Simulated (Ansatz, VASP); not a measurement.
Ti in VASP and in Ansatz

INCAR

```
PREC = Accurate
ENCUT = 520
EDIFF = 1E-6
ISMEAR = -1
SIGMA = 0.05
LREAL = False
LASPH = True
NELM = 60
ALGO = Normal
ISIF = 2
LWAVE = False
LCHARG = True
GGA = PE
LELF = True
LVHAR = True
NBANDS = 12
```

File KPOINTS:

```
regular mesh
0
Gamma
  15 15 15
```

POSCAR

```
Ti
1.0
    0.0000000000      2.0300000000      2.0097000000
    2.0300000000      0.0000000000      2.0097000000
    2.0300000000      2.0300000000      0.0000000000
Ti
1
Direct
    0.0000000000      0.0000000000      0.0000000000
```

Input for Ansatz:

```yaml
crystal:
  lattice:
    - [0.0, 2.03, 2.0097]
    - [2.03, 0.0, 2.0097]
    - [2.03, 2.03, 0.0]
  atoms:
    - { symbol: Ti, position: [0.0, 0.0, 0.0] }
kpoints:
  mp_grid: { grid: [15, 15, 15] }
  band_path:
    path:
      - [0.0, 0.0, 0.0]
      - [0.0, 0.5, 0.5]
      - [0.25, 0.75, 0.5]
      - [0.0, 0.5, 0.0]
      - [0.0, 0.0, 0.0]
      - [0.5, 0.5, 0.0]
      - [0.3775380063, 0.6224619937, 0.0]
      - [-0.3775380063, 0.3775380063, 0.0]
      - [0.0, 0.0, 0.0]
    npoints: 5
scf:
  occupations: { method: fermi_dirac, width: 0.05 }
hamiltonian:
  xc: pbe
  pseudopotentials: { kind: all_electron, lapw: { basis_error: 0.00025 } }
output:
  forces: true
  stress: true
  eigenvalues: true
```

Change from the starting cell: zz strain of -1 %.

Alike in both runs: task single point; functional PBE; k mesh 15 × 15 × 15; occupations fermi-dirac, width 0.05 eV; no spin polarisation.

```csv
,VASP,Ansatz
version,VASP 6.6.1,Ansatz 0.2.0
potentials or method,"VASP PAW PBE potentials, release 64 (Ti_sv), cutoff 520 eV","all-electron LAPW, scalar-relativistic"
```

```csv
,VASP,Ansatz,Ansatz less VASP
pressure (GPa),5.4,5.7,+0.34
"traceless stress, the component that is largest in VASP (GPa)",0.29,0.29,0.000
```

Ansatz ran all-electron here, and VASP with PAW potentials.
